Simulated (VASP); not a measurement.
A run of VASP 6.6.1 is set up as follows.

INCAR

```
  ALGO = Normal
  EDIFF = 1E-8
  ENCUT = 520
  GGA = CA
  IBRION = 8
  ISIF = 2
  ISMEAR = -1
  LASPH = True
  LCHARG = False
  LREAL = False
  LWAVE = False
  NELM = 80
  NSW = 1
  PREC = Accurate
  SIGMA = 0.05
```

The input KPOINTS:

```
k-points
0
Gamma
  12 12 12
```

File POSCAR:

```
AlCo
1.0
    2.8078320836      0.0000000000      0.0000000000
    0.0000000000      2.8078320836      0.0000000000
    0.0000000000      0.0000000000      2.8078320836
Al Co
1 1
Direct
    0.0000000000      0.0000000000      0.0000000000
    0.5000000000      0.5000000000      0.5000000000
```

Potentials or basis: VASP PAW LDA potentials, release 64 (Al, Co).

The run is started by

```console
$ cat potpaw_LDA.64/Al/POTCAR potpaw_LDA.64/Co/POTCAR > POTCAR
$ mpirun -np 1 vasp_std > vasp.out
```

Q: What does it give for the highest phonon frequency at Γ?

A: 338 cm⁻¹.

Phonon frequencies in cm⁻¹ (negative: imaginary):
```tsv
q point	frequencies
(0.000, 0.000, 0.000)	0 0 0 338 338 338
```

Caveat: the cell stands under pressure or tension, which shifts response properties; the run has no spin polarisation, though such a crystal can be magnetic. Spin polarisation is off, so any magnetic state and its effect on volume and gap are missing.
